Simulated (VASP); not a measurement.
# P (Cmce) in VASP: single point with r2SCAN

Aim: the single point of P with r2SCAN.

All numbers are computed with VASP 6.6.1; they aren't measurements. Logs are shortened: lines on timing, memory, paths and dates and some standing lists are left out, and cuts for length are marked.

## 1. The cell of the first run

The structure is orthorhombic, space group Cmce (No. 64). The conventional cell has a = 3.299 Å, b = 11.022 Å, c = 4.556 Å, α = 90.00°, β = 90.00°, γ = 90.00°. Within 2.9 Å of P (site symmetry m) lie 3 P at 2.21 to 2.25 Å.

## 2. Single point, r2SCAN

POSCAR

```
P
1.0
    1.6496102638     -5.5111277180      0.0000000000
    1.6496102638      5.5111277180      0.0000000000
    0.0000000000      0.0000000000      4.5555295837
P
4
Direct
    0.9045825092      0.0954174908      0.0884711260
    0.5954174908      0.4045825092      0.5884711260
    0.0954174908      0.9045825092      0.9115288740
    0.4045825092      0.5954174908      0.4115288740
```

INCAR.step1

```
SYSTEM = P
  PREC = Accurate
  ENCUT = 520
  ISMEAR = 0
  SIGMA = 0.05
  LREAL = .False.
  LASPH = .True.
  NELM = 80
  NBANDS = 18
  GGA = PE
  ALGO = Normal
  EDIFF = 1E-4
  LWAVE = .True.
  LCHARG = .False.
```

INCAR.step2

```
SYSTEM = P
  PREC = Accurate
  ENCUT = 520
  EDIFF = 1E-6
  ISMEAR = 0
  SIGMA = 0.05
  LREAL = .False.
  LASPH = .True.
  NELM = 80
  ALGO = Normal
  ISIF = 2
  LWAVE = .False.
  LCHARG = .True.
  METAGGA = R2SCAN
  LMIXTAU = .True.
  LELF = .True.
  LVHAR = .True.
  NBANDS = 18
  ISTART = 1
```

KPOINTS

```
regular mesh
0
Gamma
  12 12 10
  0 0 0
```

Potentials or basis: VASP PAW PBE potentials, release 64 (P).

The run is started by

```bash
$ cat potpaw_PBE.64/P/POTCAR > POTCAR
$ cp INCAR.step1 INCAR
$ mpirun -np 1 vasp_std > vasp.out
$ cp INCAR.step2 INCAR
$ mpirun -np 1 vasp_std > vasp.out
```

OUTCAR:

```text
SYSTEM = P
   PREC = Accurate
   ENCUT = 520
   EDIFF = 1E-6
   ISMEAR = 0
   LREAL = .False.
   LASPH = .True.
   NELM = 80
   ISIF = 2
   METAGGA = R2SCAN
   ISTART = 1

 ion  position               nearest neighbor table
   1  0.905  0.095  0.088-   4 2.21   4 2.21   3 2.25
   2  0.595  0.405  0.588-   3 2.21   3 2.21   4 2.25
   3  0.095  0.905  0.912-   2 2.21   2 2.21   1 2.25
   4  0.405  0.595  0.412-   1 2.21   1 2.21   2 2.25

  LATTYP: Found a base centered orthorhombic cell.
 ALAT       =     3.2992205276
 B/A-ratio  =     3.3408665301
 C/A-ratio  =     1.3807896579

  Lattice vectors:

 A1 = (   1.6496102638,  -5.5111277180,   0.0000000000)
 A2 = (   1.6496102638,   5.5111277180,   0.0000000000)
 A3 = (   0.0000000000,   0.0000000000,   4.5555295837)

Analysis of symmetry for initial positions (statically):
=====================================================================
 Subroutine PRICEL returns:
 Original cell was already a primitive cell.

 Routine SETGRP: Setting up the symmetry group for a
 base centered orthorhombic supercell.

 Subroutine GETGRP returns: Found  8 space group operations
 (whereof  4 operations were pure point group operations)
 out of a pool of  8 trial point group operations.

The static configuration has the point symmetry C_2h.
 The point group associated with its full space group is D_2h.

Analysis of symmetry for dynamics (positions and initial velocities):
=====================================================================
 Subroutine PRICEL returns:
 Original cell was already a primitive cell.

 Routine SETGRP: Setting up the symmetry group for a
 base centered orthorhombic supercell.

 Subroutine GETGRP returns: Found  8 space group operations
 (whereof  4 operations were pure point group operations)
 out of a pool of  8 trial point group operations.

The dynamic configuration has the point symmetry C_2h.
 The point group associated with its full space group is D_2h.

 Subroutine INISYM returns: Found  8 space group operations
 (whereof  4 operations are pure point group operations),
 and found     1 'primitive' translations

----------------------------------------------------------------------------------------

                                     Primitive cell

[... 92 lines left out ...]
   ENCUT  =  520.0 eV  38.22 Ry    6.18 a.u.  10.70 10.70  8.47*2*pi/ulx,y,z
   NELM   =     80;   NELMIN=  2; NELMDL=  0     # of ELM steps
   EDIFF  = 0.1E-05   stopping-criterion for ELM
   LREAL  =      F    real-space projection
   EDIFFG = 0.1E-04   stopping-criterion for IOM
   NSW    =      0    number of steps for IOM
   IBRION =     -1    ionic relax: 0-MD 1-quasi-New 2-CG
   NFREE  =      0    steps in history (QN), initial steepest desc. (CG)
   ISIF   =      2    stress and relaxation
   ISYM   =      2    0-nonsym 1-usesym 2-fastsym
   POTIM  = 0.5000    time-step for ionic-motion
   TEBEG  =    0.0;   TEEND  =   0.0 temperature during run
   PSTRESS=    0.0 pullay stress
   NELECT =      20.0000    total number of electrons
   NUPDOWN=      -1.0000    fix difference up-down
   EMIN   =  10.00;   EMAX   =-10.00  energy-range for DOS
   EFERMI =   0.00;   METHOD = LEGACY
   ISMEAR =     0;   SIGMA  =   0.05  broadening in eV -4-tet -1-fermi 0-gaus
   EFERMI_NEDOS =   21; number of points for ismear=-14 and -15
   IALGO  =     38    algorithm
   IMIX   =      4    mixing-type and parameters
     AMIX     =   0.40;   BMIX     =  1.00
     AMIX_MAG =   1.60;   BMIX_MAG =  1.00
  volume/ion in A,a.u.               =      20.71       139.74
  Fermi-wavevector in a.u.,A,eV,Ry     =   1.019423  1.926431 14.139502  1.039224
  Thomas-Fermi vector in A             =   2.152936
   LORBIT       =      0    0 simple, 1 ext, 2 COOP (PROOUT), +10 PAW based schemes
   METAGGA = R2SCAN    functional components
   LHFCALC =     F    Hartree Fock is set to
   AEXX    =    0.0000 exact exchange contribution
   IVDW    =     0    specifies the selected vdW correction
   LEPSILON=     F    determine dielectric tensor
   LRPA    =     F    only Hartree local field effects (RPA)
 non-spin polarized calculation
 Gauss-broadening in eV      SIGMA  =   0.05
  energy-cutoff  :      520.00
  volume of cell :       82.83
 maximum number of plane-waves:      2260
 NGX is ok and might be reduce to    48
   NGX = 21   NGY = 21   NGZ = 17

 number of electron      20.0000001 magnetization

 Free energy of the ion-electron system (eV)
  ---------------------------------------------------
  ext. energy  EPLUGINS =         0.00000000
  ---------------------------------------------------
  free energy    TOTEN  =       -35.92337956 eV

  energy without entropy =      -35.92337953  energy(sigma->0) =      -35.92337954

 E-fermi :   5.7637     XC(G=0):  -9.8038

 val. band max:        5.6311653891   @ k =   0.5000   0.5000   0.0000
 cond. band min:       5.8961517038   @ k =   0.5000   0.5000   0.0000
 fundamental gap:      0.2649863147
 Fermi energy:         5.7636569410

 k-point     1 :       0.0000    0.0000    0.0000
  band No.  band energies     occupation
      1     -10.8770      2.00000
      2      -8.0317      2.00000
      3      -4.5760      2.00000
      4      -1.3769      2.00000
      5       0.5225      2.00000
      6       0.5906      2.00000
[... 481 lines left out ...]
      5      -0.5902      2.00000
      6      -0.4879      2.00000
[... 10 lines left out ...]
     17      11.5393      0.00000
     18      11.8490      0.00000

 [... further k-points ...]

------------------------ aborting loop because EDIFF is reached ----------------------------------------

  FORCE on cell =-STRESS in cart. coord.  units (eV):
  Direction    XX          YY          ZZ          XY          YZ          ZX
  --------------------------------------------------------------------------------------
  -------------------------------------------------------------------------------------
  Total       -0.3416067     -0.2679400     -0.3564164      0.0000000      0.0000000      0.0000000
  in kB       -6.6076389     -5.1827161     -6.8940999      0.0000000      0.0000000      0.0000000
  external PRESSURE =      -6.2281516 kB  Pullay stress =       0.0000000 kB

 VOLUME and BASIS-vectors are now :
 -----------------------------------------------------------------------------
  energy-cutoff  :      520.00
  volume of cell :       82.83
      direct lattice vectors                 reciprocal lattice vectors
     1.649610264 -5.511127718  0.000000000     0.303101897 -0.090725533  0.000000000
     1.649610264  5.511127718  0.000000000     0.303101897  0.090725533  0.000000000
     0.000000000  0.000000000  4.555529584     0.000000000  0.000000000  0.219513447

 POSITION                                       TOTAL-FORCE (eV/Angst)
 -----------------------------------------------------------------------------------
      1.64961     -4.45941      0.40303         0.000000     -0.059575      0.078797
      1.64961     -1.05172      2.68080         0.000000      0.059575      0.078797
      1.64961      4.45941      4.15250         0.000000      0.059575     -0.078797
      1.64961      1.05172      1.87473         0.000000     -0.059575     -0.078797
 -----------------------------------------------------------------------------------
    total drift:                               -0.000000      0.000000      0.000000

  FREE ENERGIE OF THE ION-ELECTRON SYSTEM (eV)
  ---------------------------------------------------
  free  energy   TOTEN  =       -35.9233795620 eV

  energy  without entropy=      -35.9233795271  energy(sigma->0) =      -35.92337954
```

OSZICAR.step1:

```text
N       E                     dE             d eps       ncg     rms          rms(c)
DAV:   1     0.596439608307E+02    0.59644E+02   -0.81993E+03  9288   0.935E+02
DAV:   2    -0.177396056514E+02   -0.77384E+02   -0.74193E+02 12348   0.150E+02
DAV:   3    -0.216226408037E+02   -0.38830E+01   -0.38536E+01 12242   0.342E+01
DAV:   4    -0.216679537356E+02   -0.45313E-01   -0.45278E-01 12270   0.440E+00
DAV:   5    -0.216688272100E+02   -0.87347E-03   -0.87334E-03 11980   0.584E-01    0.103E+01
DAV:   6    -0.215503339105E+02    0.11849E+00   -0.63037E-02 10970   0.128E+00    0.611E+00
DAV:   7    -0.215017448851E+02    0.48589E-01   -0.11425E-01 11224   0.177E+00    0.284E-01
DAV:   8    -0.215019333201E+02   -0.18844E-03   -0.11330E-02 10496   0.599E-01    0.142E-01
DAV:   9    -0.215020368080E+02   -0.10349E-03   -0.44275E-04 11940   0.125E-01    0.787E-02
DAV:  10    -0.215020781420E+02   -0.41334E-04   -0.56832E-05  5792   0.419E-02
   1 F= -.21502078E+02 E0= -.21502073E+02  d E =-.952659E-05
```

Wall time 49 min (1 thread of Oxide Virtual Turin-like, shared host); peak memory 0.43 GiB.

Results:

- Free energy: -35.9234 eV
- Pressure: -0.6 GPa
- Largest force: 0.099 eV/Å
- Band gap on the k mesh: 0.27 eV

Forces on the atoms (eV/Å):
```
P    0.000 -0.060  0.079
P    0.000  0.060  0.079
P    0.000  0.060 -0.079
P    0.000 -0.060 -0.079
```

Stress tensor (GPa, compression positive):
```
-0.66  0.00  0.00
 0.00 -0.52  0.00
 0.00  0.00 -0.69
```

Caveat: the PAW data sets were made with another functional, which shifts forces and pressure a little. A k mesh can miss the band edges.
